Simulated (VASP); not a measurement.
Write the native input for VASP 6.6.1 that does the following.

* Task: relaxation of shape and atoms at fixed volume
* Functional: PBEsol
* Potentials or basis: VASP PAW PBE potentials, release 64 (Co, Sn_d)
* Cutoff: 600 eV
* k mesh: 12 × 12 × 8
* Occupations: gaussian, width 0.1 eV
* Spin: no spin polarisation
* Dipole correction: no
* Further INCAR settings: ALGO = Fast; EDIFF = 1e-06; IBRION = 2; EDIFFG = -0.01; NSW = 50; ISIF = 4

The structure of CoSn lies in POSCAR:

```
CoSn
1.0
    5.3220891792      0.0000000000      0.0000000000
   -2.6610445896      4.6090644304      0.0000000000
    0.0000000000      0.0000000000      4.2502273858
Co Sn
3 3
Direct
    0.0000000000      0.5000000000      0.0000000000
    0.5000000000      0.5000000000      0.0000000000
    0.5000000000      0.0000000000      0.0000000000
    0.6666666667      0.3333333333      0.5000000000
    0.3333333333      0.6666666667      0.5000000000
    0.0000000000      0.0000000000      0.0000000000
```

The input as run:

INCAR

```
ALGO     = Fast           # electronic algorithm
EDIFF    = 1E-6           # SCF threshold, eV
EDIFFG   = -0.01          # ionic threshold
ENCUT    = 600            # plane-wave cutoff, eV
GGA      = PS             # functional
IBRION   = 2              # ionic algorithm
ISIF     = 4              # what is computed and relaxed
ISMEAR   = 0              # smearing method
LASPH    = T              # aspherical terms in the spheres
LCHARG   = F              # write CHGCAR
LREAL    = F              # projectors in reciprocal space
LWAVE    = F              # write WAVECAR
NELM     = 60             # most SCF steps
NSW      = 50             # ionic steps
PREC     = Accurate       # precision mode
SIGMA    = 0.1            # smearing width, eV
```

KPOINTS

```
k-points
0
Gamma
  12 12 8
```

Potentials or basis: VASP PAW PBE potentials, release 64 (Co, Sn_d).

Command:

```console
$ cat potpaw_PBE.64/Co/POTCAR potpaw_PBE.64/Sn_d/POTCAR > POTCAR
$ mpirun -np 1 vasp_std > vasp.out
```

Results of the run:

| Quantity | Value |
| --- | --- |
| Pressure after relaxing | -7.4 GPa |
| Band gap on the k mesh | zero (an odd number of electrons rules out a gap without spin polarisation) |

Caveat: the relaxation stopped at its first step, so nothing moved; the PAW data sets were made with another functional, which shifts forces and pressure a little; spin-orbit coupling is left out, which moves the levels of the heavy elements; the run has no spin polarisation, though such a crystal can be magnetic.

Run time: 15 min on 1 thread of Oxide Virtual Turin-like Processor, on a shared host, peak memory 0.52 GiB.
